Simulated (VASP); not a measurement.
Set up this calculation in VASP 6.6.1, as the native input.

```yaml
Task: single point
Functional: LDA
Potentials_or_basis: VASP PAW LDA potentials, release 64 (Co, O)
Cutoff: 520 eV
k_mesh: 11 × 11 × 11
Occupations: fermi-dirac, width 0.05 eV
Spin: collinear spin, ferromagnetic start
Starting_moments: "[2.0, 0.0] μB"
Dipole_correction: no
Further_INCAR_settings: ALGO = Normal; EDIFF = 1e-06; NBANDS = 18
```

The structure of CoO lies in POSCAR:

```
CoO
1.0
    1.5154398320      0.8749395950      2.4560858334
   -1.5154398320      0.8749395950      2.4560858334
    0.0000000000     -1.7498791900      2.4560858334
Co O
1 1
Direct
    0.0000000000      0.0000000000      0.0000000000
    0.5000000000      0.5000000000      0.5000000000
```

The input as run:

INCAR

```
SYSTEM = CoO
PREC = Accurate ; ENCUT = 520
EDIFF = 1E-6 ; ISMEAR = -1
SIGMA = 0.05 ; LREAL = .False.
LASPH = .True. ; NELM = 150
ALGO = Normal ; ISIF = 2
LWAVE = .False. ; LCHARG = .False.
ISPIN = 2 ; MAGMOM = 2 0
LORBIT = 11 ; LMAXMIX = 4
NBANDS = 18
```

KPOINTS

```
Automatic mesh
0
Gamma
  11 11 11
  0 0 0
```

Potentials or basis: VASP PAW LDA potentials, release 64 (Co, O).

The run is started by

```sh
$ cat potpaw_LDA.64/Co/POTCAR potpaw_LDA.64/O/POTCAR > POTCAR
$ mpirun -np 1 vasp_std > vasp.out
```

It gave:

```json
{
 "Pressure": "-21.7 GPa",
 "Net moment": "2.79 μB per cell",
 "Site moments": "Co +2.43; O +0.30 μB",
 "Valence electrons inside the program's atomic spheres": "Co 7.82; O 4.92"
}
```

Caveat: a cell with one magnetic atom can't hold antiferromagnetic order, which such compounds often take.

Wall time 32 s on 1 thread of Intel(R) Xeon(R) 6975P-C (Granite Rapids), with other jobs on the host, peak memory 0.19 GiB.
